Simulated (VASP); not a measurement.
# BN (I-4m2) in VASP: further runs

The runs below take BN through single point, with PBE.

All numbers are computed with VASP 6.6.1; they aren't measurements. Logs are shortened: lines on timing, memory, paths and dates and some standing lists are left out, and cuts for length are marked.

## (1) The cell of the first run

Symmetry: I-4m2, No. 119, tetragonal system. The conventional cell has a = 2.877 Å, b = 2.877 Å, c = 2.877 Å, α = 90.00°, β = 90.00°, γ = 90.00°. Within 2.1 Å of B (site symmetry -4m2) lie 4 N at 1.61 Å. N (site symmetry -4m2) has 4 B at 1.61 Å within 2.1 Å.

## (2) Single point, PBE

The input, INCAR:

```
PREC = Accurate ; ENCUT = 520
EDIFF = 1E-6 ; ISMEAR = 0
SIGMA = 0.05 ; LREAL = F
LASPH = T ; NELM = 80
ALGO = Normal ; ISIF = 2
LWAVE = F ; LCHARG = F
GGA = PE ; NBANDS = 11
```

The input, KPOINTS:

```
Automatic mesh
0
Gamma
  12 12 12
```

The input, POSCAR:

```
BN
1.0
    0.0000000000      2.0343948337      1.4383171474
    2.0343948337      0.0000000000      1.4383171474
    2.0343948337      2.0343948337      0.0000000000
B N
1 1
Direct
    0.0000000000      0.0000000000      0.0000000000
    0.7500000000      0.7500000000      0.7500000000
```

Potentials or basis: VASP PAW PBE potentials, release 64 (B, N).

On the command line:

```console
$ cat potpaw_PBE.64/B/POTCAR potpaw_PBE.64/N/POTCAR > POTCAR
$ mpirun -np 1 vasp_std > vasp.out
```

OUTCAR:

```text
PREC = Accurate
   ENCUT = 520
   EDIFF = 1E-6
   ISMEAR = 0
   LREAL = F
   LASPH = T
   NELM = 80
   ISIF = 2
   GGA = PE

 ion  position               nearest neighbor table
   1  0.000  0.000  0.000-   2 1.61   2 1.61   2 1.61   2 1.61
   2  0.750  0.750  0.750-   1 1.61   1 1.61   1 1.61   1 1.61

  LATTYP: Found a body centered tetragonal cell.
 ALAT       =     2.8770687650
 C/A-ratio  =     0.9998489886

  Lattice vectors:

 A1 = (   0.0000000000,  -2.0343948337,  -1.4383171474)
 A2 = (   0.0000000000,   2.0343948337,  -1.4383171474)
 A3 = (   2.0343948337,   0.0000000000,   1.4383171474)

Analysis of symmetry for initial positions (statically):
=====================================================================
 Subroutine PRICEL returns:
 Original cell was already a primitive cell.

 Routine SETGRP: Setting up the symmetry group for a
 body centered tetragonal supercell.

 Subroutine GETGRP returns: Found  8 space group operations
 (whereof  8 operations were pure point group operations)
 out of a pool of 16 trial point group operations.

The static configuration has the point symmetry D_2d.

Analysis of symmetry for dynamics (positions and initial velocities):
=====================================================================
 Subroutine PRICEL returns:
 Original cell was already a primitive cell.

 Routine SETGRP: Setting up the symmetry group for a
 body centered tetragonal supercell.

 Subroutine GETGRP returns: Found  8 space group operations
 (whereof  8 operations were pure point group operations)
 out of a pool of 16 trial point group operations.

The dynamic configuration has the point symmetry D_2d.

 Subroutine INISYM returns: Found  8 space group operations
 (whereof  8 operations are pure point group operations),
 and found     1 'primitive' translations

----------------------------------------------------------------------------------------

                                     Primitive cell

  volume of cell :      11.9057

  direct lattice vectors                    reciprocal lattice vectors
     0.000000000  2.034394834  1.438317147    -0.245773334  0.245773334  0.347628477
     2.034394834  0.000000000  1.438317147     0.245773334 -0.245773334  0.347628477
     2.034394834  2.034394834  0.000000000     0.245773334  0.245773334 -0.347628477

  length of vectors
     2.491489225  2.491489225  2.877068765     0.491583789  0.491583789  0.491583789

  position of ions in fractional coordinates (direct lattice)
[... 81 lines left out ...]
   EDIFFG = 0.1E-04   stopping-criterion for IOM
   NSW    =      0    number of steps for IOM
   IBRION =     -1    ionic relax: 0-MD 1-quasi-New 2-CG
   NFREE  =      0    steps in history (QN), initial steepest desc. (CG)
   ISIF   =      2    stress and relaxation
   ISYM   =      2    0-nonsym 1-usesym 2-fastsym
   POTIM  = 0.5000    time-step for ionic-motion
   TEBEG  =    0.0;   TEEND  =   0.0 temperature during run
   PSTRESS=    0.0 pullay stress
   NELECT =       8.0000    total number of electrons
   NUPDOWN=      -1.0000    fix difference up-down
   EMIN   =  10.00;   EMAX   =-10.00  energy-range for DOS
   EFERMI =   0.00;   METHOD = LEGACY
   ISMEAR =     0;   SIGMA  =   0.05  broadening in eV -4-tet -1-fermi 0-gaus
   EFERMI_NEDOS =   21; number of points for ismear=-14 and -15
   IALGO  =     38    algorithm
   IMIX   =      4    mixing-type and parameters
     AMIX     =   0.40;   BMIX     =  1.00
     AMIX_MAG =   1.60;   BMIX_MAG =  1.00
  volume/ion in A,a.u.               =       5.95        40.17
  Fermi-wavevector in a.u.,A,eV,Ry     =   1.433903  2.709684 27.974638  2.056078
  Thomas-Fermi vector in A             =   2.553370
   LORBIT       =      0    0 simple, 1 ext, 2 COOP (PROOUT), +10 PAW based schemes
   GGA     = PE    functional components
   LHFCALC =     F    Hartree Fock is set to
   AEXX    =    0.0000 exact exchange contribution
   IVDW    =     0    specifies the selected vdW correction
   LEPSILON=     F    determine dielectric tensor
   LRPA    =     F    only Hartree local field effects (RPA)
 non-spin polarized calculation
 Gauss-broadening in eV      SIGMA  =   0.05
  energy-cutoff  :      520.00
  volume of cell :       11.91
 maximum number of plane-waves:       331
   NGX =  9   NGY =  9   NGZ = 11

 number of electron       8.0000000 magnetization

 Free energy of the ion-electron system (eV)
  ---------------------------------------------------
  ext. energy  EPLUGINS =         0.00000000
  ---------------------------------------------------
  free energy    TOTEN  =       -16.13637787 eV

  energy without entropy =      -16.13637787  energy(sigma->0) =      -16.13637787

 E-fermi :   9.2327     XC(G=0): -12.9194

 val. band max:        9.0308096555   @ k =   0.0000   0.0000   0.0000
 cond. band min:       9.8015042705   @ k =   0.5000   0.5000   0.0000
 fundamental gap:      0.7706946151
 Fermi energy:         9.2326870233

 k-point     1 :       0.0000    0.0000    0.0000
  band No.  band energies     occupation
      1     -12.6032      2.00000
      2       6.7650      2.00000
      3       6.7650      2.00000
      4       9.0308      2.00000
      5      15.7940      0.00000
      6      17.1131      0.00000
      7      18.1245      0.00000
      8      18.1245      0.00000
      9      27.3616      0.00000
     10      31.8814      0.00000
     11      31.8823      0.00000
[... 309 lines left out ...]
 k-point    24 :      -0.4167    0.1667    0.0000
  band No.  band energies     occupation
      1      -8.0239      2.00000
      2      -1.3174      2.00000
      3       2.7887      2.00000
      4       5.6791      2.00000
      5      13.2365      0.00000
      6      18.7954      0.00000
      7      20.0870      0.00000
      8      21.5102      0.00000
      9      29.4446      0.00000
     10      32.0986      0.00000
     11      33.2199      0.00000

 [... further k-points ...]
[... 5 lines left out ...]
  --------------------------------------------------------------------------------------
  -------------------------------------------------------------------------------------
  Total       -3.5682032     -3.5682032      6.2594786      0.0000000     -0.0000000     -0.0000000
  in kB     -480.1810539   -480.1810539    842.3519754      0.0000000     -0.0000000     -0.0000000
  external PRESSURE =     -39.3367108 kB  Pullay stress =       0.0000000 kB

 VOLUME and BASIS-vectors are now :
 -----------------------------------------------------------------------------
  energy-cutoff  :      520.00
  volume of cell :       11.91
      direct lattice vectors                 reciprocal lattice vectors
     0.000000000  2.034394834  1.438317147    -0.245773334  0.245773334  0.347628477
     2.034394834  0.000000000  1.438317147     0.245773334 -0.245773334  0.347628477
     2.034394834  2.034394834  0.000000000     0.245773334  0.245773334 -0.347628477

 POSITION                                       TOTAL-FORCE (eV/Angst)
 -----------------------------------------------------------------------------------
      0.00000      0.00000      0.00000        -0.000000     -0.000000      0.000000
      3.05159      3.05159      2.15748         0.000000      0.000000      0.000000
 -----------------------------------------------------------------------------------
    total drift:                               -0.000001     -0.000001     -0.000000

  FREE ENERGIE OF THE ION-ELECTRON SYSTEM (eV)
  ---------------------------------------------------
  free  energy   TOTEN  =       -16.1363778740 eV

  energy  without entropy=      -16.1363778740  energy(sigma->0) =      -16.13637787
```

OSZICAR:

```text
N       E                     dE             d eps       ncg     rms          rms(c)
DAV:   1     0.106845844926E+02    0.10685E+02   -0.49814E+03  3669   0.726E+02
DAV:   2    -0.165529841528E+02   -0.27238E+02   -0.26266E+02  4405   0.161E+02
DAV:   3    -0.170784526395E+02   -0.52547E+00   -0.52454E+00  4192   0.190E+01
DAV:   4    -0.170790363071E+02   -0.58367E-03   -0.58366E-03  3769   0.717E-01
DAV:   5    -0.170790367621E+02   -0.45500E-06   -0.45502E-06  4144   0.200E-02    0.662E+00
DAV:   6    -0.161867346307E+02    0.89230E+00   -0.35718E+00  3919   0.105E+01    0.300E+00
DAV:   7    -0.161469956992E+02    0.39739E-01   -0.85431E-02  3838   0.255E+00    0.185E+00
DAV:   8    -0.161364067869E+02    0.10589E-01   -0.26320E-02  3862   0.116E+00    0.136E-01
DAV:   9    -0.161363280064E+02    0.78780E-04   -0.12970E-03  3859   0.258E-01    0.723E-02
DAV:  10    -0.161363744952E+02   -0.46489E-04   -0.98795E-05  3856   0.849E-02    0.121E-02
DAV:  11    -0.161363777392E+02   -0.32440E-05   -0.76857E-06  3997   0.224E-02    0.980E-03
DAV:  12    -0.161363778740E+02   -0.13470E-06   -0.10582E-06  1994   0.730E-03
   1 F= -.16136378E+02 E0= -.16136378E+02  d E =-.135855E-11
```

stdout:

```text
POSCAR found type information on POSCAR B N
 POSCAR found :  2 types and       2 ions
 scaLAPACK will be used
 LDA part: xc-table for (Slater+PW92), standard interpolation
 POSCAR, INCAR and KPOINTS ok, starting setup
 FFT: planning ... GRIDC
 FFT: planning ... GRID_SOFT
 FFT: planning ... GRID
 WAVECAR not read
 entering main loop
```

It took 37 s on 1 thread of AMD EPYC 7R13, shared host; peak memory 0.11 GiB.

What came out:

```
Free energy            : -16.1364 eV
Pressure               : -3.9 GPa
Band gap on the k mesh : 0.77 eV, indirect (least direct gap 6.04 eV)
```

 A k mesh can miss the band edges.

## (3) Single point, PBE

This run uses another cell than the first one, of the same volume but with other edges.

The input, INCAR:

```
SYSTEM = BN
ALGO = Normal ; EDIFF = 1E-7
ENCUT = 520 ; GGA = PE
ISIF = 2 ; ISMEAR = 0
LASPH = .TRUE. ; LCHARG = .FALSE.
LREAL = .FALSE. ; LWAVE = .FALSE.
NBANDS = 11 ; NELM = 80
PREC = Accurate ; SIGMA = 0.05
```

The input, KPOINTS:

```
k-points
0
G
  12 12 12
  0 0 0
```

The input, POSCAR:

```
BN
1.0
    0.0000000000      1.6147002495      2.2831861529
    1.6147002495      0.0000000000      2.2831861529
    1.6147002495      1.6147002495      0.0000000000
B N
1 1
Direct
    0.0000000000      0.0000000000      0.0000000000
    0.7500000000      0.7500000000      0.7500000000
```

Potentials or basis: VASP PAW PBE potentials, release 64 (B, N).

On the command line:

```console
$ cat potpaw_PBE.64/B/POTCAR potpaw_PBE.64/N/POTCAR > POTCAR
$ mpirun -np 1 vasp_std > vasp.out
```

It took 40 s on 1 thread of AMD EPYC 7R13, shared host; peak memory 0.11 GiB.

Results (log left out):

```yaml
Free_energy: -15.0819 eV
Pressure: 4.8 GPa
Band_gap_on_the_k_mesh: 0.85 eV, indirect (least direct gap 2.08 eV)
```

Stress tensor (GPa, compression positive):
```
 106.19    0.00    0.00
   0.00  106.19    0.00
   0.00    0.00 -198.02
```

Levels at points of the mesh, in eV from the valence-band top:
```csv
k point,band 1,band 2,band 3,band 4,band 5,band 6,band 7,band 8,band 9
"(0.00, 0.00, 0.00)",-22.21,-5.60,-0.19,-0.19,5.08,6.82,6.82,9.23,16.64
"(0.50, 0.00, 0.00)",-17.58,-12.46,-6.66,-0.53,1.55,10.23,12.03,13.34,20.21
"(0.50, 0.50, 0.00)",-18.89,-13.92,-3.16,-3.16,7.18,12.15,13.75,13.93,13.93
"(0.50, 0.00, 0.50)",-14.85,-9.05,-7.65,-7.52,0.85,5.12,10.28,13.54,17.13
```

## (4) Single point, PBE

This run uses another cell than the first one, of the same volume but with other edges.

The input, INCAR:

```
  PREC = Accurate
  ENCUT = 520
  EDIFF = 1E-6
  ISMEAR = 0
  SIGMA = 0.05
  LREAL = F
  LASPH = T
  NELM = 80
  ALGO = Normal
  ISIF = 2
  LWAVE = F
  LCHARG = T
  GGA = PE
  LELF = T
  LVHAR = T
  NBANDS = 11
```

The input, KPOINTS:

```
regular mesh
0
Gamma
  12 12 12
```

The input, POSCAR:

```
BN
1.0
    0.0000000000      1.9132368644      1.6262513348
    1.9132368644      0.0000000000      1.6262513348
    1.9132368644      1.9132368644      0.0000000000
B N
1 1
Direct
    0.0000000000      0.0000000000      0.0000000000
    0.7500000000      0.7500000000      0.7500000000
```

Potentials or basis: VASP PAW PBE potentials, release 64 (B, N).

On the command line:

```console
$ cat potpaw_PBE.64/B/POTCAR potpaw_PBE.64/N/POTCAR > POTCAR
$ mpirun -np 1 vasp_std > vasp.out
```

OUTCAR:

```text
PREC = Accurate
   ENCUT = 520
   EDIFF = 1E-6
   ISMEAR = 0
   LREAL = F
   LASPH = T
   NELM = 80
   ISIF = 2
   GGA = PE

 ion  position               nearest neighbor table
   1  0.000  0.000  0.000-   2 1.58   2 1.58   2 1.58   2 1.58
   2  0.750  0.750  0.750-   1 1.58   1 1.58   1 1.58   1 1.58

  LATTYP: Found a body centered tetragonal cell.
 ALAT       =     2.7057255217
 C/A-ratio  =     1.2020815281

  Lattice vectors:

 A1 = (   0.0000000000,  -1.9132368644,  -1.6262513348)
 A2 = (   0.0000000000,   1.9132368644,  -1.6262513348)
 A3 = (   1.9132368644,   0.0000000000,   1.6262513348)

Analysis of symmetry for initial positions (statically):
=====================================================================
 Subroutine PRICEL returns:
 Original cell was already a primitive cell.

 Routine SETGRP: Setting up the symmetry group for a
 body centered tetragonal supercell.

 Subroutine GETGRP returns: Found  8 space group operations
 (whereof  8 operations were pure point group operations)
 out of a pool of 16 trial point group operations.

The static configuration has the point symmetry D_2d.

Analysis of symmetry for dynamics (positions and initial velocities):
[... 165 lines left out ...]

 k-point     1 :       0.0000    0.0000    0.0000
  band No.  band energies     occupation
      1     -12.7812      2.00000
      2       6.9392      2.00000
      3       6.9392      2.00000
      4       8.1772      2.00000
      5      15.6115      0.00000
      6      16.7476      0.00000
      7      16.7476      0.00000
      8      17.4448      0.00000
      9      31.1055      0.00000
     10      32.1291      0.00000
     11      33.2293      0.00000
[... 309 lines left out ...]
 k-point    24 :      -0.4167    0.1667    0.0000
  band No.  band energies     occupation
      1      -8.2403      2.00000
      2      -2.2288      2.00000
      3       3.6137      2.00000
      4       4.5876      2.00000
      5      14.7148      0.00000
      6      19.0684      0.00000
      7      20.3465      0.00000
      8      22.4727      0.00000
      9      27.9237      0.00000
     10      32.6652      0.00000
     11      33.2767      0.00000

 [... further k-points ...]
[... 5 lines left out ...]
  --------------------------------------------------------------------------------------
  -------------------------------------------------------------------------------------
  Total       -1.9704376     -1.9704376      3.8258479      0.0000000      0.0000000      0.0000000
  in kB     -265.1661705   -265.1661705    514.8528762      0.0000000      0.0000000      0.0000000
  external PRESSURE =      -5.1598216 kB  Pullay stress =       0.0000000 kB

 VOLUME and BASIS-vectors are now :
 -----------------------------------------------------------------------------
  energy-cutoff  :      520.00
  volume of cell :       11.91
      direct lattice vectors                 reciprocal lattice vectors
     0.000000000  1.913236864  1.626251335    -0.261337218  0.261337218  0.307455551
     1.913236864  0.000000000  1.626251335     0.261337218 -0.261337218  0.307455551
     1.913236864  1.913236864  0.000000000     0.261337218  0.261337218 -0.307455551

 POSITION                                       TOTAL-FORCE (eV/Angst)
 -----------------------------------------------------------------------------------
      0.00000      0.00000      0.00000        -0.000000     -0.000000     -0.000000
      2.86986      2.86986      2.43938         0.000000      0.000000      0.000000
 -----------------------------------------------------------------------------------
    total drift:                                0.000000      0.000000     -0.000002

  FREE ENERGIE OF THE ION-ELECTRON SYSTEM (eV)
  ---------------------------------------------------
  free  energy   TOTEN  =       -17.1099747192 eV

  energy  without entropy=      -17.1099747192  energy(sigma->0) =      -17.10997472
```

stdout:

```text
POSCAR found type information on POSCAR B N
 POSCAR found :  2 types and       2 ions
 scaLAPACK will be used
 LDA part: xc-table for (Slater+PW92), standard interpolation
 POSCAR, INCAR and KPOINTS ok, starting setup
 FFT: planning ... GRIDC
 FFT: planning ... GRID_SOFT
 FFT: planning ... GRID
 WAVECAR not read
 entering main loop
```

Wall time 32 s (1 thread of AMD EPYC 7R13, shared host); peak memory 0.1 GiB.

Results:

```
Free energy            : -17.1100 eV
Pressure               : -0.5 GPa
Band gap on the k mesh : 2.09 eV, indirect (least direct gap 7.43 eV)
```

Levels at points of the mesh, in eV from the valence-band top:
| k point | band 2 | band 3 | band 4 | band 5 | band 6 | band 7 |
| --- | --- | --- | --- | --- | --- | --- |
| (0.00, 0.00, 0.00) | -1.24 | -1.24 | 0.00 | 7.43 | 8.57 | 8.57 |
| (0.50, 0.00, 0.00) | -11.38 | -3.79 | -1.72 | 7.13 | 8.92 | 12.44 |
| (0.50, 0.50, 0.00) | -8.00 | -6.99 | -6.99 | 2.09 | 5.82 | 17.01 |
| (0.50, 0.00, 0.50) | -10.43 | -4.80 | -4.73 | 4.73 | 9.84 | 14.97 |

 A k mesh can miss the band edges.

## (5) Single point, PBE

This run uses another cell than the first one, of the same volume but with other edges.

The input, INCAR:

```
  PREC = Accurate
  ENCUT = 520
  EDIFF = 1E-6
  ISMEAR = 0
  SIGMA = 0.05
  LREAL = False
  LASPH = True
  NELM = 80
  ALGO = Normal
  ISIF = 2
  LWAVE = False
  LCHARG = False
  GGA = PE
  NBANDS = 11
```

KPOINTS is that of step 4.

The input, POSCAR:

```
BN
1.0
    0.0000000000      1.7054852466      2.0465822959
    1.7054852466      0.0000000000      2.0465822959
    1.7054852466      1.7054852466      0.0000000000
B N
1 1
Direct
    0.0000000000      0.0000000000      0.0000000000
    0.7500000000      0.7500000000      0.7500000000
```

On the command line:

```console
$ cat potpaw_PBE.64/B/POTCAR potpaw_PBE.64/N/POTCAR > POTCAR
$ mpirun -np 1 vasp_std > vasp.out
```

It took 32 s on 1 thread of AMD EPYC 7R13, shared host; peak memory 0.1 GiB.

The run converged. Its results:

```
Free energy            : -16.8637 eV
Pressure               : 0.6 GPa
Band gap on the k mesh : 2.78 eV, indirect (least direct gap 6.95 eV)
```

Stress tensor (GPa, compression positive):
```
 46.98   0.00   0.00
  0.00  46.98   0.00
  0.00   0.00 -92.12
```

Levels at points of the mesh, in eV from the valence-band top:
```csv
k point,band 2,band 3,band 4,band 5,band 6,band 7
"(0.00, 0.00, 0.00)",-2.37,0.00,0.00,7.83,7.83,8.92
"(0.50, 0.00, 0.00)",-11.34,-4.18,-1.10,5.87,10.79,12.32
"(0.50, 0.50, 0.00)",-11.30,-3.84,-3.84,6.01,11.24,16.33
"(0.50, 0.00, 0.50)",-8.72,-6.23,-6.22,2.78,7.18,14.59
```

 A k mesh can miss the band edges.

## (6) Overview

```csv
cell,gap on the mesh (eV),pressure (GPa)
"a = 2.491, b = 2.491, c = 2.877 Å, angles 54.7, 54.7, 70.5°, 2 atoms",0.77,-3.9
"a = 2.796, b = 2.796, c = 2.284 Å, angles 65.9, 65.9, 48.2°, 2 atoms",0.85,4.8
"a = 2.511, b = 2.511, c = 2.706 Å, angles 57.4, 57.4, 65.2°, 2 atoms",2.09,-0.5
"a = 2.664, b = 2.664, c = 2.412 Å, angles 63.1, 63.1, 53.8°, 2 atoms",2.78,0.6
```

Alike in all rows: task single point; level PBE; potentials or basis VASP PAW PBE potentials, release 64 (B, N); no spin polarisation; k mesh 12 × 12 × 12; cutoff (eV) 520; smearing gaussian 0.05 eV.

Absolute energies hang on the potentials; compare differences alone.
